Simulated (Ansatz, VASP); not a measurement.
Ti2Al6H: VASP beside Ansatz

```
CELL_PARAMETERS angstrom
5.02419 0.00000 0.00000
2.15888 4.53670 0.00000
0.00000 0.00000 21.21871
ATOMIC_POSITIONS crystal
Al 0.50000 0.00000 0.18851
Al 0.00000 0.50000 0.18851
Al 0.00000 0.00000 0.25173
Al 0.00000 0.50000 0.31935
Al 0.50000 0.00000 0.31935
Al 0.50000 0.50000 0.38262
Ti 0.50000 0.50000 0.25173
Ti 0.00000 0.00000 0.37970
H 0.50000 0.50000 0.48630
```

Alike in both runs: task single point; functional PBE; dispersion D3(BJ); k mesh 6 × 6 × 1; occupations gaussian, width 0.1 eV; no spin polarisation.

```csv
,VASP,Ansatz
version,VASP 6.6.1,Ansatz 0.2.0
potentials or method,"VASP PAW PBE potentials, release 64 (Al, Ti_sv, H), cutoff 520 eV","scalar-relativistic, plane waves, PAW"
valence electrons in the cell,43,43
```

```csv
,VASP,Ansatz,Ansatz less VASP
gap on the k mesh at the Fermi level (eV),none,none,-
rms of the force components (eV/Å),0.475,0.475,-0.0001
"work function, face that differs most (eV)",4.70,4.71,+0.002
```

A gap of «none» marks a metal or a gap that the smearing closes.
